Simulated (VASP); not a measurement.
# Ru (P6_3/mmc) in VASP: settings compared

Ru is run at these levels: PBE, BLYP+D3(BJ), PBEsol+D4, LDA, r2SCAN+D3(BJ); tasks: single point, relaxation of cell and atoms.

Program: VASP 6.6.1. These are calculated values, not measurements. Logs are shortened: lines on timing, memory, paths and dates and some standing lists are left out, and cuts for length are marked.

### Step 1. The cell of the first run

The structure is hexagonal, space group P6_3/mmc (No. 194). Conventional cell: a = 2.706 Å, b = 2.706 Å, c = 4.282 Å, α = 90.00°, β = 90.00°, γ = 120.00°. Ru (site symmetry -6m2) has 12 Ru at 2.65 to 2.71 Å within 3.5 Å.

### Step 2. Single point, PBE

INCAR

```
SYSTEM = Ru
PREC = Accurate ; ENCUT = 520
EDIFF = 1E-7 ; ISMEAR = 0
SIGMA = 0.019000000000000003 ; LREAL = .False.
LASPH = .True. ; NELM = 80
ALGO = Fast ; ISIF = 2
LWAVE = .False. ; LCHARG = .True.
GGA = PE ; LELF = .True.
LVHAR = .True. ; NBANDS = 21
```

KPOINTS

```
Automatic mesh
0
Gamma
  11 11 6
  0 0 0
```

POSCAR

```
Ru
1.0
    2.7058000000      0.0000000000      0.0000000000
   -1.3529000000      2.3432915376      0.0000000000
    0.0000000000      0.0000000000      4.2819000000
Ru
2
Direct
    0.6666666667      0.3333333333      0.7500000000
    0.3333333333      0.6666666667      0.2500000000
```

Potentials or basis: VASP PAW PBE potentials, release 64 (Ru_pv).

Started as:

```
$ cat potpaw_PBE.64/Ru_pv/POTCAR > POTCAR
$ mpirun -np 1 vasp_std > vasp.out
```

OUTCAR:

```text
SYSTEM = Ru
   PREC = Accurate
   ENCUT = 520
   EDIFF = 1E-7
   ISMEAR = 0
   LREAL = .False.
   LASPH = .True.
   NELM = 80
   ISIF = 2
   GGA = PE

 ion  position               nearest neighbor table
   1  0.667  0.333  0.750-   2 2.65   2 2.65   2 2.65   2 2.65   2 2.65   2 2.65
   2  0.333  0.667  0.250-   1 2.65   1 2.65   1 2.65   1 2.65   1 2.65   1 2.65

  LATTYP: Found a hexagonal cell.
 ALAT       =     2.7058000000
 C/A-ratio  =     1.5824894671

  Lattice vectors:

 A1 = (   2.7058000000,   0.0000000000,   0.0000000000)
 A2 = (  -1.3529000000,   2.3432915376,   0.0000000000)
 A3 = (   0.0000000000,   0.0000000000,   4.2819000000)

Analysis of symmetry for initial positions (statically):
=====================================================================
 Subroutine PRICEL returns:
 Original cell was already a primitive cell.

 Routine SETGRP: Setting up the symmetry group for a
 hexagonal supercell.

 Subroutine GETGRP returns: Found 24 space group operations
 (whereof 12 operations were pure point group operations)
 out of a pool of 24 trial point group operations.

The static configuration has the point symmetry D_3d.
 The point group associated with its full space group is D_6h.

Analysis of symmetry for dynamics (positions and initial velocities):
=====================================================================
 Subroutine PRICEL returns:
 Original cell was already a primitive cell.

 Routine SETGRP: Setting up the symmetry group for a
 hexagonal supercell.

 Subroutine GETGRP returns: Found 24 space group operations
 (whereof 12 operations were pure point group operations)
 out of a pool of 24 trial point group operations.

The dynamic configuration has the point symmetry D_3d.
 The point group associated with its full space group is D_6h.

 Subroutine INISYM returns: Found 24 space group operations
 (whereof 12 operations are pure point group operations),
 and found     1 'primitive' translations

----------------------------------------------------------------------------------------

                                     Primitive cell

  volume of cell :      27.1493

  direct lattice vectors                    reciprocal lattice vectors
     2.705800000  0.000000000  0.000000000     0.369576465  0.213375072  0.000000000
    -1.352900000  2.343291538  0.000000000     0.000000000  0.426750144  0.000000000
     0.000000000  0.000000000  4.281900000     0.000000000  0.000000000  0.233541185

  length of vectors
     2.705800000  2.705800000  4.281900000     0.426750144  0.426750144  0.233541185

  position of ions in fractional coordinates (direct lattice)
     0.666666667  0.333333333  0.750000000
     0.333333333  0.666666667  0.250000000

  ion indices of the primitive-cell ions
   primitive index   ion index
                 1           1
                 2           2

----------------------------------------------------------------------------------------

 KPOINTS: Automatic mesh

Automatic generation of k-mesh.
 Grid dimensions read from file:
 generate k-points for:   11   11    6

 Generating k-lattice:

  Cartesian coordinates                     Fractional coordinates (reciprocal lattice)
     0.033597860  0.019397734  0.000000000     0.090909091  0.000000000  0.000000000
     0.000000000  0.038795468  0.000000000     0.000000000  0.090909091  0.000000000
     0.000000000  0.000000000  0.038923531     0.000000000  0.000000000  0.166666667

  Length of vectors
     0.038795468  0.038795468  0.038923531

  Shift w.r.t. Gamma in fractional coordinates (k-lattice)
     0.000000000  0.000000000  0.000000000

 Subroutine IBZKPT returns following result:
 ===========================================

 Found     64 irreducible k-points:

 Following reciprocal coordinates:
            Coordinates               Weight
  0.000000  0.000000  0.000000      1.000000
  0.090909  0.000000  0.000000      6.000000
  0.181818  0.000000  0.000000      6.000000
  0.272727  0.000000  0.000000      6.000000
  0.363636  0.000000  0.000000      6.000000
  0.454545  0.000000  0.000000      6.000000
[... 16 lines left out ...]
  0.090909  0.090909  0.166667     12.000000
  0.181818  0.090909  0.166667     24.000000
 [... further k-points ...]
   k-points           NKPTS =     64   k-points in BZ     NKDIM =     64   number of bands    NBANDS=     21
   number of dos      NEDOS =    301   number of ions     NIONS =      2
   total plane-waves  NPLWV =  12800
   dimension x,y,z NGX =    20 NGY =   20 NGZ =   32
   dimension x,y,z NGXF=    40 NGYF=   40 NGZF=   64
   ions per type =               2
   NGX,Y,Z   is equivalent  to a cutoff of  12.29, 12.29, 12.42 a.u.
   NGXF,Y,Z  is equivalent  to a cutoff of  24.58, 24.58, 24.85 a.u.
 SYSTEM =  Ru
   PREC   = accura    normal or accurate (medium, high low for compatibility)
   ISTART =      0    job   : 0-new  1-cont  2-samecut
   ICHARG =      2    charge: 1-file 2-atom 10-const
   ISPIN  =      1    spin polarized calculation?
   LNONCOLLINEAR =      F non collinear calculations
   LSORBIT =      F    spin-orbit coupling
   LASPH  =      T    aspherical Exc in radial PAW
   ENCUT  =  520.0 eV  38.22 Ry    6.18 a.u.   5.03  5.03  7.96*2*pi/ulx,y,z
   NELM   =     80;   NELMIN=  2; NELMDL= -5     # of ELM steps
   EDIFF  = 0.1E-06   stopping-criterion for ELM
   LREAL  =      F    real-space projection
   EDIFFG = 0.1E-05   stopping-criterion for IOM
   NSW    =      0    number of steps for IOM
   IBRION =     -1    ionic relax: 0-MD 1-quasi-New 2-CG
   NFREE  =      0    steps in history (QN), initial steepest desc. (CG)
   ISIF   =      2    stress and relaxation
   ISYM   =      2    0-nonsym 1-usesym 2-fastsym
   POTIM  = 0.5000    time-step for ionic-motion
   TEBEG  =    0.0;   TEEND  =   0.0 temperature during run
   PSTRESS=    0.0 pullay stress
   NELECT =      28.0000    total number of electrons
   NUPDOWN=      -1.0000    fix difference up-down
   EMIN   =  10.00;   EMAX   =-10.00  energy-range for DOS
   EFERMI =   0.00;   METHOD = LEGACY
   ISMEAR =     0;   SIGMA  =   0.02  broadening in eV -4-tet -1-fermi 0-gaus
   EFERMI_NEDOS =   21; number of points for ismear=-14 and -15
   IALGO  =     68    algorithm
   IMIX   =      4    mixing-type and parameters
     AMIX     =   0.40;   BMIX     =  1.00
     AMIX_MAG =   1.60;   BMIX_MAG =  1.00
  volume/ion in A,a.u.               =      13.57        91.61
  Fermi-wavevector in a.u.,A,eV,Ry     =   1.654022  3.125649 37.222674  2.735789
  Thomas-Fermi vector in A             =   2.742361
   LORBIT       =      0    0 simple, 1 ext, 2 COOP (PROOUT), +10 PAW based schemes
   GGA     = PE    functional components
   LHFCALC =     F    Hartree Fock is set to
   AEXX    =    0.0000 exact exchange contribution
   IVDW    =     0    specifies the selected vdW correction
   LEPSILON=     F    determine dielectric tensor
   LRPA    =     F    only Hartree local field effects (RPA)
 non-spin polarized calculation
 RMM-DIIS sequential band-by-band and
 Gauss-broadening in eV      SIGMA  =   0.02
  energy-cutoff  :      520.00
  volume of cell :       27.15
 maximum number of plane-waves:       744
 NGX is ok and might be reduce to    20
   NGX =  9   NGY =  9   NGZ = 15

 number of electron      28.0000008 magnetization

 Free energy of the ion-electron system (eV)
  ---------------------------------------------------
  ext. energy  EPLUGINS =         0.00000000
  ---------------------------------------------------
  free energy    TOTEN  =       -18.45065265 eV

  energy without entropy =      -18.44965630  energy(sigma->0) =      -18.45015447

 E-fermi :  12.7907     XC(G=0): -14.1203

 val. band max:       12.7590650342   @ k =   0.2727   0.0000   0.0000
 cond. band min:      12.7946039700   @ k =   0.2727   0.1818   0.1667
 fundamental gap:      0.0355389358
 Fermi energy:        12.7907473371

 k-point     1 :       0.0000    0.0000    0.0000
  band No.  band energies     occupation
      1     -30.8032      2.00000
      2     -29.8688      2.00000
      3     -29.8688      2.00000
      4     -29.6986      2.00000
      5     -29.6986      2.00000
      6     -29.6591      2.00000
[... 13 lines left out ...]
     20      23.2714      0.00000
     21      23.3000      0.00000

 k-point     2 :       0.0909    0.0000    0.0000
  band No.  band energies     occupation
      1     -30.7752      2.00000
      2     -29.9282      2.00000
      3     -29.8888      2.00000
      4     -29.7604      2.00000
      5     -29.7068      2.00000
      6     -29.6721      2.00000
[... 13 lines left out ...]
     20      23.2713      0.00000
     21      23.2930      0.00000

 k-point     3 :       0.1818    0.0000    0.0000
  band No.  band energies     occupation
      1     -30.6956      2.00000
      2     -30.0875      2.00000
      3     -29.9405      2.00000
      4     -29.9225      2.00000
      5     -29.7304      2.00000
      6     -29.7115      2.00000
[... 13 lines left out ...]
     20      23.2713      0.00000
     21      23.2827      0.00000

 k-point     4 :       0.2727    0.0000    0.0000
  band No.  band energies     occupation
      1     -30.5777      2.00000
      2     -30.2961      2.00000
      3     -30.1265      2.00000
      4     -30.0052      2.00000
      5     -29.7764      2.00000
      6     -29.7636      2.00000
[... 13 lines left out ...]
     20      23.2728      0.00000
     21      23.2836      0.00000

 k-point     5 :       0.3636    0.0000    0.0000
  band No.  band energies     occupation
      1     -30.4874      2.00000
      2     -30.4445      2.00000
      3     -30.3067      2.00000
      4     -30.0624      2.00000
      5     -29.8606      2.00000
      6     -29.7957      2.00000
[... 13 lines left out ...]
     20      23.2667      0.00000
     21      23.7693      0.00000
[... 382 lines left out ...]
     20      23.9439      0.00000
     21      25.1079      0.00000

 k-point    22 :       0.4545    0.0000    0.1667
  band No.  band energies     occupation
      1     -30.6581      2.00000
      2     -30.4757      2.00000
      3     -30.2382      2.00000
      4     -30.0773      2.00000
      5     -29.9118      2.00000
      6     -29.8344      2.00000
[... 13 lines left out ...]
     20      23.4000      0.00000
     21      24.6832      0.00000

 k-point    23 :       0.0909    0.0909    0.1667
  band No.  band energies     occupation
      1     -30.6649      2.00000
      2     -30.0046      2.00000
      3     -29.9600      2.00000
      4     -29.8834      2.00000
      5     -29.7454      2.00000
      6     -29.7241      2.00000
[... 13 lines left out ...]
     20      23.2713      0.00000
     21      24.4511      0.00000

 k-point    24 :       0.1818    0.0909    0.1667
  band No.  band energies     occupation
      1     -30.5952      2.00000
      2     -30.1644      2.00000
      3     -30.1161      2.00000
      4     -29.9609      2.00000
      5     -29.7909      2.00000
      6     -29.7587      2.00000
[... 13 lines left out ...]
     20      23.2712      0.00000
     21      24.5735      0.00000

 [... further k-points ...]
[... 5 lines left out ...]
  --------------------------------------------------------------------------------------
  -------------------------------------------------------------------------------------
  Total        0.7516165      0.7516165      0.7451389     -0.0000000     -0.0000000      0.0000000
  in kB       44.3555890     44.3555890     43.9733212     -0.0000000     -0.0000000      0.0000000
  external PRESSURE =      44.2281664 kB  Pullay stress =       0.0000000 kB

 VOLUME and BASIS-vectors are now :
 -----------------------------------------------------------------------------
  energy-cutoff  :      520.00
  volume of cell :       27.15
      direct lattice vectors                 reciprocal lattice vectors
     2.705800000  0.000000000  0.000000000     0.369576465  0.213375072  0.000000000
    -1.352900000  2.343291538  0.000000000     0.000000000  0.426750144  0.000000000
     0.000000000  0.000000000  4.281900000     0.000000000  0.000000000  0.233541185

 POSITION                                       TOTAL-FORCE (eV/Angst)
 -----------------------------------------------------------------------------------
      1.35290      0.78110      3.21143         0.000000      0.000000      0.000000
     -0.00000      1.56219      1.07048         0.000000     -0.000000      0.000000
 -----------------------------------------------------------------------------------
    total drift:                               -0.000000      0.000000     -0.000000

  FREE ENERGIE OF THE ION-ELECTRON SYSTEM (eV)
  ---------------------------------------------------
  free  energy   TOTEN  =       -18.4506526501 eV

  energy  without entropy=      -18.4496562952  energy(sigma->0) =      -18.45015447
```

Wall time 17 s (1 thread of Intel Xeon 6975P-C (Granite Rapids), shared host); peak memory 0.15 GiB.

Results:

- Free energy: -18.4507 eV
- Pressure: 4.4 GPa
- Band gap on the k mesh: zero (band 14 reaches 14.34 eV, above the bottom of band 15 at 11.27 eV)

Levels at points of the mesh, in eV from the Fermi level:
```
           k point  band 11  band 12  band 13  band 14  band 15  band 16  band 17  band 18
(0.00, 0.00, 0.00)    -2.37    -1.86    -1.86    -1.33    -1.33     1.24     1.24     1.35
(0.00, 0.00, 0.50)    -2.71    -2.71    -2.66    -2.66     0.60     0.60     0.60     0.60
```

(Continued in part 2 of 2.)
